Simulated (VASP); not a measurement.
# Al3B2Sb (P-62m) in VASP: single point with PBE

Aim: the single point of Al3B2Sb with PBE.

All numbers are computed with VASP 6.6.1; they aren't measurements. Logs are shortened: lines on timing, memory, paths and dates and some standing lists are left out, and cuts for length are marked.

## Step 1: The cell of the first run

The structure is hexagonal, space group P-62m (No. 189). The conventional cell has a = 4.658 Å, b = 4.658 Å, c = 5.118 Å, α = 90.00°, β = 90.00°, γ = 120.00°. Al (site symmetry m2m) has 2 Al at 2.02 Å within 2.7 Å. Within 3.5 Å of B (site symmetry -6) lie 3 B at 2.69 Å and 3 Sb at 2.69 Å and 6 Al at 3.12 Å. Sb (site symmetry -62m) has 6 B at 2.69 Å and 6 Al at 2.81 Å within 3.5 Å.

## Step 2: Single point, PBE

The input, INCAR:

```
PREC = Accurate
ENCUT = 520
EDIFF = 1E-6
ISMEAR = 0
SIGMA = 0.1
LREAL = False
LASPH = True
NELM = 100
ALGO = Normal
ISIF = 2
LWAVE = False
LCHARG = False
GGA = PE
NBANDS = 19
```

The input, KPOINTS:

```
Automatic mesh
0
Gamma
  6 6 4
```

The input, POSCAR:

```
Al3B2Sb
1.0
    4.6583681800      0.0000000000      0.0000000000
   -2.3291840900      4.0342651800      0.0000000000
    0.0000000000      0.0000000000      5.1182344100
Al B Sb
3 2 1
Direct
    0.2497949900      0.0000000000      0.0000000000
    0.0000000000      0.2497949900      0.0000000000
    0.7502050100      0.7502050100      0.0000000000
    0.3333333300      0.6666666700      0.5000000000
    0.6666666700      0.3333333300      0.5000000000
    0.0000000000      0.0000000000      0.5000000000
```

Potentials or basis: VASP PAW PBE potentials, release 64 (Al, B, Sb).

Started as:

```
> cat potpaw_PBE.64/Al/POTCAR potpaw_PBE.64/B/POTCAR potpaw_PBE.64/Sb/POTCAR > POTCAR
> mpirun -np 1 vasp_std > vasp.out
```

OUTCAR:

```text
PREC = Accurate
   ENCUT = 520
   EDIFF = 1E-6
   ISMEAR = 0
   LREAL = False
   LASPH = True
   NELM = 100
   ISIF = 2
   GGA = PE

 ion  position               nearest neighbor table
   1  0.250  0.000  0.000-   2 2.02   3 2.02   6 2.81   6 2.81   3 3.08   2 3.08   3 3.08   2 3.08

   2  0.000  0.250  0.000-   3 2.02   1 2.02   6 2.81   6 2.81   1 3.08   3 3.08   3 3.08   1 3.08

   3  0.750  0.750  0.000-   2 2.02   1 2.02   6 2.81   6 2.81   1 3.08   2 3.08   2 3.08   1 3.08

   4  0.333  0.667  0.500-   6 2.69   6 2.69   6 2.69
   5  0.667  0.333  0.500-   6 2.69   6 2.69   6 2.69
   6  0.000  0.000  0.500-   4 2.69   5 2.69   4 2.69   5 2.69   5 2.69   4 2.69   2 2.81   3 2.81
                             2 2.81   3 2.81   1 2.81   1 2.81

  LATTYP: Found a hexagonal cell.
 ALAT       =     4.6583681800
 C/A-ratio  =     1.0987183091

  Lattice vectors:

 A1 = (   4.6583681800,   0.0000000000,   0.0000000000)
 A2 = (  -2.3291840900,   4.0342651800,   0.0000000000)
 A3 = (   0.0000000000,   0.0000000000,   5.1182344100)

Analysis of symmetry for initial positions (statically):
=====================================================================
 Subroutine PRICEL returns:
 Original cell was already a primitive cell.

 Routine SETGRP: Setting up the symmetry group for a
 hexagonal supercell.

 Subroutine GETGRP returns: Found 12 space group operations
 (whereof 12 operations were pure point group operations)
 out of a pool of 24 trial point group operations.

The static configuration has the point symmetry D_3h.

Analysis of symmetry for dynamics (positions and initial velocities):
=====================================================================
 Subroutine PRICEL returns:
 Original cell was already a primitive cell.

 Routine SETGRP: Setting up the symmetry group for a
 hexagonal supercell.

 Subroutine GETGRP returns: Found 12 space group operations
 (whereof 12 operations were pure point group operations)
 out of a pool of 24 trial point group operations.

The dynamic configuration has the point symmetry D_3h.

 Subroutine INISYM returns: Found 12 space group operations
 (whereof 12 operations are pure point group operations),
 and found     1 'primitive' translations

----------------------------------------------------------------------------------------

                                     Primitive cell

  volume of cell :      96.1875

  direct lattice vectors                    reciprocal lattice vectors
     4.658368180  0.000000000  0.000000000     0.214667446  0.123938308  0.000000000
    -2.329184090  4.034265180  0.000000000     0.000000000  0.247876616  0.000000000
     0.000000000  0.000000000  5.118234410     0.000000000  0.000000000  0.195379875

  length of vectors
     4.658368180  4.658368176  5.118234410     0.247876616  0.247876616  0.195379875

  position of ions in fractional coordinates (direct lattice)
     0.249794990  0.000000000  0.000000000
     0.000000000  0.249794990  0.000000000
     0.750205010  0.750205010  0.000000000
     0.333333330  0.666666670  0.500000000
     0.666666670  0.333333330  0.500000000
     0.000000000  0.000000000  0.500000000

  ion indices of the primitive-cell ions
   primitive index   ion index
                 1           1
                 2           2
                 3           3
                 4           4
                 5           5
                 6           6

----------------------------------------------------------------------------------------

 KPOINTS: Automatic mesh

Automatic generation of k-mesh.
 Grid dimensions read from file:
 generate k-points for:    6    6    4

 Generating k-lattice:

  Cartesian coordinates                     Fractional coordinates (reciprocal lattice)
     0.035777908  0.020656385  0.000000000     0.166666667  0.000000000  0.000000000
     0.000000000  0.041312769  0.000000000     0.000000000  0.166666667  0.000000000
     0.000000000  0.000000000  0.048844969     0.000000000  0.000000000  0.250000000

  Length of vectors
     0.041312769  0.041312769  0.048844969

  Shift w.r.t. Gamma in fractional coordinates (k-lattice)
     0.000000000  0.000000000  0.000000000

 Subroutine IBZKPT returns following result:
 ===========================================

 Found     21 irreducible k-points:

 Following reciprocal coordinates:
            Coordinates               Weight
  0.000000  0.000000  0.000000      1.000000
  0.166667  0.000000  0.000000      6.000000
  0.333333  0.000000  0.000000      6.000000
  0.500000  0.000000  0.000000      3.000000
  0.166667  0.166667  0.000000      6.000000
  0.333333  0.166667  0.000000     12.000000
[... 13 lines left out ...]
  0.333333  0.166667  0.500000     12.000000
  0.333333  0.333333  0.500000      2.000000
   k-points           NKPTS =     21   k-points in BZ     NKDIM =     21   number of bands    NBANDS=     19
   number of dos      NEDOS =    301   number of ions     NIONS =      6
   total plane-waves  NPLWV =  51840
   dimension x,y,z NGX =    36 NGY =   36 NGZ =   40
   dimension x,y,z NGXF=    72 NGYF=   72 NGZF=   80
   ions per type =               3   2   1
   NGX,Y,Z   is equivalent  to a cutoff of  12.85, 12.85, 12.99 a.u.
   NGXF,Y,Z  is equivalent  to a cutoff of  25.70, 25.70, 25.98 a.u.
 SYSTEM =  unknown system
   PREC   = accura    normal or accurate (medium, high low for compatibility)
   ISTART =      0    job   : 0-new  1-cont  2-samecut
   ICHARG =      2    charge: 1-file 2-atom 10-const
   ISPIN  =      1    spin polarized calculation?
   LNONCOLLINEAR =      F non collinear calculations
   LSORBIT =      F    spin-orbit coupling
   LASPH  =      T    aspherical Exc in radial PAW
   ENCUT  =  520.0 eV  38.22 Ry    6.18 a.u.   8.66  8.66  9.52*2*pi/ulx,y,z
   NELM   =    100;   NELMIN=  2; NELMDL= -5     # of ELM steps
   EDIFF  = 0.1E-05   stopping-criterion for ELM
   LREAL  =      F    real-space projection
   EDIFFG = 0.1E-04   stopping-criterion for IOM
   NSW    =      0    number of steps for IOM
   IBRION =     -1    ionic relax: 0-MD 1-quasi-New 2-CG
   NFREE  =      0    steps in history (QN), initial steepest desc. (CG)
   ISIF   =      2    stress and relaxation
   ISYM   =      2    0-nonsym 1-usesym 2-fastsym
   POTIM  = 0.5000    time-step for ionic-motion
   TEBEG  =    0.0;   TEEND  =   0.0 temperature during run
   PSTRESS=    0.0 pullay stress
   NELECT =      20.0000    total number of electrons
   NUPDOWN=      -1.0000    fix difference up-down
   EMIN   =  10.00;   EMAX   =-10.00  energy-range for DOS
   EFERMI =   0.00;   METHOD = LEGACY
   ISMEAR =     0;   SIGMA  =   0.10  broadening in eV -4-tet -1-fermi 0-gaus
   EFERMI_NEDOS =   21; number of points for ismear=-14 and -15
   IALGO  =     38    algorithm
   IMIX   =      4    mixing-type and parameters
     AMIX     =   0.40;   BMIX     =  1.00
     AMIX_MAG =   1.60;   BMIX_MAG =  1.00
  volume/ion in A,a.u.               =      16.03       108.18
  Fermi-wavevector in a.u.,A,eV,Ry     =   0.969867  1.832782 12.798202  0.940641
  Thomas-Fermi vector in A             =   2.099955
   LORBIT       =      0    0 simple, 1 ext, 2 COOP (PROOUT), +10 PAW based schemes
   GGA     = PE    functional components
   LHFCALC =     F    Hartree Fock is set to
   AEXX    =    0.0000 exact exchange contribution
   IVDW    =     0    specifies the selected vdW correction
   LEPSILON=     F    determine dielectric tensor
   LRPA    =     F    only Hartree local field effects (RPA)
 non-spin polarized calculation
 Gauss-broadening in eV      SIGMA  =   0.10
  energy-cutoff  :      520.00
  volume of cell :       96.19
 maximum number of plane-waves:      2606
 NGX is ok and might be reduce to    36
   NGX = 17   NGY = 17   NGZ = 19

 number of electron      20.0000001 magnetization

 Free energy of the ion-electron system (eV)
  ---------------------------------------------------
  ext. energy  EPLUGINS =         0.00000000
  ---------------------------------------------------
  free energy    TOTEN  =       -16.08977881 eV

  energy without entropy =      -16.06289801  energy(sigma->0) =      -16.07633841

 E-fermi :   7.2705     XC(G=0): -10.2636

 val. band max:        7.2599023369   @ k =   0.3333   0.0000   0.2500
 cond. band min:       7.3439310966   @ k =   0.1667   0.0000   0.2500
 fundamental gap:      0.0840287597
 Fermi energy:         7.2705306714

 k-point     1 :       0.0000    0.0000    0.0000
  band No.  band energies     occupation
      1      -5.5875      2.00000
      2      -0.3429      2.00000
      3       0.9078      2.00000
      4       2.3443      2.00000
      5       3.5131      2.00000
      6       3.5131      2.00000
[... 11 lines left out ...]
     18      10.7374      0.00000
     19      10.7374      0.00000

 k-point     2 :       0.1667    0.0000    0.0000
  band No.  band energies     occupation
      1      -5.4037      2.00000
      2      -0.2021      2.00000
      3       0.9588      2.00000
      4       1.0799      2.00000
      5       2.8582      2.00000
      6       3.0181      2.00000
[... 11 lines left out ...]
     18      11.3012      0.00000
     19      12.1800      0.00000

 k-point     3 :       0.3333    0.0000    0.0000
  band No.  band energies     occupation
      1      -4.9301      2.00000
      2      -0.8578      2.00000
      3       0.4239      2.00000
      4       1.5117      2.00000
      5       2.1870      2.00000
      6       2.3075      2.00000
[... 11 lines left out ...]
     18      12.3355      0.00000
     19      12.6635      0.00000

 k-point     4 :       0.5000    0.0000    0.0000
  band No.  band energies     occupation
      1      -4.5880      2.00000
      2      -1.5903      2.00000
      3       0.7275      2.00000
      4       1.8077      2.00000
      5       1.9503      2.00000
      6       2.1389      2.00000
[... 341 lines left out ...]
     18      11.4959      0.00000
     19      12.7356      0.00000

 k-point    20 :       0.3333    0.1667    0.5000
  band No.  band energies     occupation
      1      -3.7141      2.00000
      2      -2.4666      2.00000
      3      -0.5896      2.00000
      4       0.9307      2.00000
      5       1.1666      2.00000
      6       2.7682      2.00000
[... 11 lines left out ...]
     18      11.9362      0.00000
     19      12.1625      0.00000

 k-point    21 :       0.3333    0.3333    0.5000
  band No.  band energies     occupation
      1      -3.5046      2.00000
      2      -2.3092      2.00000
      3      -0.2735      2.00000
      4      -0.2735      2.00000
      5       1.5665      2.00000
      6       1.5665      2.00000
[... 11 lines left out ...]
     18      11.2216      0.00000
     19      11.7616      0.00000

------------------------ aborting loop because EDIFF is reached ----------------------------------------

  FORCE on cell =-STRESS in cart. coord.  units (eV):
  Direction    XX          YY          ZZ          XY          YZ          ZX
  --------------------------------------------------------------------------------------
  -------------------------------------------------------------------------------------
  Total       17.9722459     17.9722459      0.1611506      0.0000000      0.0000000     -0.0000000
  in kB      299.3605097    299.3605091      2.6842567      0.0000000      0.0000000     -0.0000000
  external PRESSURE =     200.4684252 kB  Pullay stress =       0.0000000 kB

 VOLUME and BASIS-vectors are now :
 -----------------------------------------------------------------------------
  energy-cutoff  :      520.00
  volume of cell :       96.19
      direct lattice vectors                 reciprocal lattice vectors
     4.658368180  0.000000000  0.000000000     0.214667446  0.123938308  0.000000000
    -2.329184090  4.034265180  0.000000000     0.000000000  0.247876616  0.000000000
     0.000000000  0.000000000  5.118234410     0.000000000  0.000000000  0.195379875

 POSITION                                       TOTAL-FORCE (eV/Angst)
 -----------------------------------------------------------------------------------
      1.16364      0.00000      0.00000        13.754613     -0.000000     -0.000000
     -0.58182      1.00774      0.00000        -6.877307     11.911844     -0.000000
      1.74737      3.02653      0.00000        -6.877307    -11.911844      0.000000
     -0.00000      2.68951      2.55912         0.000000     -0.000000      0.000000
      2.32918      1.34476      2.55912         0.000000     -0.000000      0.000000
      0.00000      0.00000      2.55912         0.000000     -0.000000      0.000000
 -----------------------------------------------------------------------------------
    total drift:                                0.000000      0.000000     -0.000000

  FREE ENERGIE OF THE ION-ELECTRON SYSTEM (eV)
  ---------------------------------------------------
  free  energy   TOTEN  =       -16.0897788083 eV

  energy  without entropy=      -16.0628980143  energy(sigma->0) =      -16.07633841
```

Run time: 17 s. Hardware: 1 thread of Intel Xeon 6975P-C (Granite Rapids), shared host; peak memory 0.23 GiB.

Results:

* Free energy: -16.0898 eV
* Pressure: 20.0 GPa
* Largest force: 13.755 eV/Å
* Band gap on the k mesh: zero (band 10 reaches 8.15 eV, above the bottom of band 11 at 5.74 eV)

Forces in eV/Å, atoms in the order of the input:
```
Al   13.755   0.000   0.000
Al   -6.877  11.912   0.000
Al   -6.877 -11.912   0.000
B     0.000   0.000   0.000
B     0.000   0.000   0.000
Sb    0.000   0.000   0.000
```

Caveat: spin-orbit coupling is left out, which moves the levels of the heavy elements; forces of over 1 eV/Å act on the atoms, so gaps and moduli don't describe the material at rest.
